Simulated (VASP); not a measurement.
MgO, 2 atoms in the cell. It takes space group I4/mmm (No. 139, tetragonal). Conventional cell: a = 2.973 Å, b = 2.973 Å, c = 4.520 Å, α = 90.00°, β = 90.00°, γ = 90.00°. Within 2.8 Å of Mg (site symmetry 4/mmm) lie 6 O at 2.10 to 2.26 Å. Within 2.8 Å of O (site symmetry 4/mmm) lie 6 Mg at 2.10 to 2.26 Å.  This cell differs from its parent crystal: strain +0.0750 x Voigt [0, 1, 0, 0, 0, 0].

| Quantity | Value |
| --- | --- |
| Program | VASP 6.6.1 |
| Task | single point |
| Functional | r2SCAN |
| Potentials or basis | VASP PAW PBE potentials, release 64 (Mg, O) |
| Cutoff | 520 eV |
| k mesh | 10 × 10 × 10 |
| Occupations | gaussian, width 0.05 eV |
| Spin | no spin polarisation |
| Dipole correction | no |
| Further INCAR settings | ALGO = Normal; EDIFF = 1e-07; NBANDS = 11 |

Potentials or basis: VASP PAW PBE potentials, release 64 (Mg, O).

Launch:

```bash
$ cat potpaw_PBE.64/Mg/POTCAR potpaw_PBE.64/O/POTCAR > POTCAR
$ cp INCAR.step1 INCAR
$ mpirun -np 1 vasp_std > vasp.out
$ cp INCAR.step2 INCAR
$ mpirun -np 1 vasp_std > vasp.out
```

Hardware: 1 thread of Intel Xeon 6975P-C, on a shared host.

How long does it take, and how much memory?

Wall time 54 s on 1 thread of Intel Xeon 6975P-C, with other jobs on the host, peak memory 0.16 GiB. Counts: k points 102.
